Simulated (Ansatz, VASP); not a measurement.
# Two plane-wave programs on KMgF3

Contents of INCAR:

```
SYSTEM = KMgF3
ALGO     = Normal         ! electronic algorithm
EDIFF    = 1E-6           ! SCF threshold, eV
ENCUT    = 520            ! plane-wave cutoff, eV
GGA      = PS             ! functional
ISIF     = 2              ! what is computed and relaxed
ISMEAR   = 0              ! smearing method
LASPH    = .TRUE.         ! aspherical terms in the spheres
LCHARG   = .FALSE.        ! write CHGCAR
LREAL    = .FALSE.        ! projectors in reciprocal space
LWAVE    = .FALSE.        ! write WAVECAR
NBANDS   = 24             ! bands
NELM     = 100            ! most SCF steps
PREC     = Accurate       ! precision mode
SIGMA    = 0.05           ! smearing width, eV
```

The input KPOINTS:

```
k-points
0
G
  6 6 6
  0 0 0
```

POSCAR

```
KMgF3
1.0
    3.6670280000      0.0000000000      0.0000000000
    0.0000000000      3.6670280000      0.0000000000
    0.0000000000      0.0000000000      4.3047720000
K Mg F
1 1 3
Direct
    0.5000000000      0.5000000000      0.5000000000
    0.0000000000      0.0000000000      0.0000000000
    0.5000000000      0.0000000000      0.0000000000
    0.0000000000      0.5000000000      0.0000000000
    0.0000000000      0.0000000000      0.5000000000
```

Input for Ansatz:

```yaml
crystal:
  lattice:
    - [3.667028, 0.0, 0.0]
    - [0.0, 3.667028, 0.0]
    - [0.0, 0.0, 4.304772]
  atoms:
    - { symbol: K, position: [0.5, 0.5, 0.5] }
    - { symbol: Mg, position: [0.0, 0.0, 0.0] }
    - { symbol: F, position: [0.5, 0.0, 0.0] }
    - { symbol: F, position: [0.0, 0.5, 0.0] }
    - { symbol: F, position: [0.0, 0.0, 0.5] }
basis:
  ecutwfc: 420
kpoints:
  mp_grid: { grid: [6, 6, 6] }
hamiltonian:
  xc: pbesol
scf:
  occupations: { method: gaussian, width: 0.05 }
output:
  forces: true
  stress: true
  eigenvalues: true
```

Change from the starting cell: strain -0.080 along x and y, +0.080 along z, atoms carried along.

Alike in both runs: task single point; functional PBEsol; k mesh 6 × 6 × 6; occupations gaussian, width 0.05 eV; no spin polarisation.

|  | VASP | Ansatz |
| --- | --- | --- |
| version | VASP 6.6.1 | Ansatz 0.2.0 |
| potentials or method | VASP PAW PBE potentials, release 64 (K_sv, Mg, F), cutoff 520 eV | scalar-relativistic, plane waves, PAW |
| valence electrons in the cell | 32 | 40 |

Ansatz gave:

```
gap on the k mesh at the Fermi level (eV)                     : 7.59
least direct gap on the mesh (eV)                             : 8.01
pressure (GPa)                                                : 12.2
traceless stress, the component that is largest in VASP (GPa) : -14.06
```

Problem. What did VASP give for the same quantities?

Solution. gap on the k mesh at the Fermi level (eV): 7.56; least direct gap on the mesh (eV): 7.99; pressure (GPa): 12.1; traceless stress, the component that is largest in VASP (GPa): -14.21.

VASP's potentials were made for PBE, not for PBEsol. With one functional, cell and mesh, what is left measures potentials, basis and numerics. VASP's potentials hold 32 valence electrons a cell and Ansatz's 40, so a difference there can come from the potentials and not from the codes.
